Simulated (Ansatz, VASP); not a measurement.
CdBr: VASP beside Ansatz

Contents of INCAR:

```
PREC = Accurate
ENCUT = 520
EDIFF = 1E-6
ISMEAR = 0
SIGMA = 0.1
LREAL = False
LASPH = True
NELM = 60
ALGO = Normal
ISIF = 2
LWAVE = False
LCHARG = False
GGA = PE
NBANDS = 16
```

KPOINTS

```
regular mesh
0
Gamma
  6 6 4
```

The input POSCAR:

```
CdBr
1.0
    3.3632311200      0.0000000000      0.0000000000
    0.0000000000      3.3632311200      0.0000000000
    0.0000000000      0.0000000000      4.8437139000
Cd Br
1 1
Direct
    0.0000000000      0.0000000000      0.0000000000
    0.5000000000      0.5000000000      0.5000000000
```

Input for Ansatz:

```yaml
crystal:
  lattice:
    - [3.36323112, 0.0, 0.0]
    - [0.0, 3.36323112, 0.0]
    - [0.0, 0.0, 4.8437139]
  atoms:
    - { symbol: Cd, position: [0.0, 0.0, 0.0] }
    - { symbol: Br, position: [0.5, 0.5, 0.5] }
basis:
  ecutwfc: 420
kpoints:
  mp_grid: { grid: [6, 6, 4] }
hamiltonian:
  xc: pbe
scf:
  occupations: { method: gaussian, width: 0.1 }
  lower_state_search: "off"
output:
  forces: true
  stress: true
  eigenvalues: true
```

Change from the starting cell: species swapped into the VPt type (P4/mmm, No. 123).

Alike in both runs: task single point; functional PBE; k mesh 6 × 6 × 4; occupations gaussian, width 0.1 eV; no spin polarisation.

```csv
,VASP,Ansatz
version,VASP 6.6.1,Ansatz 0.2.0
potentials or method,"VASP PAW PBE potentials, release 64 (Cd, Br), cutoff 520 eV","scalar-relativistic, plane waves, PAW"
valence electrons in the cell,19,27
```

|  | VASP | Ansatz | Ansatz less VASP |
| --- | --- | --- | --- |
| gap on the k mesh at the Fermi level (eV) | none | none | - |
| pressure (GPa) | 0.3 | 0.2 | -0.08 |
| traceless stress, the component that is largest in VASP (GPa) | -6.06 | -6.07 | -0.016 |

A gap of «none» marks a metal or a gap that the smearing closes. VASP's potentials hold 19 valence electrons a cell and Ansatz's 27, so a difference there can come from the potentials and not from the codes.
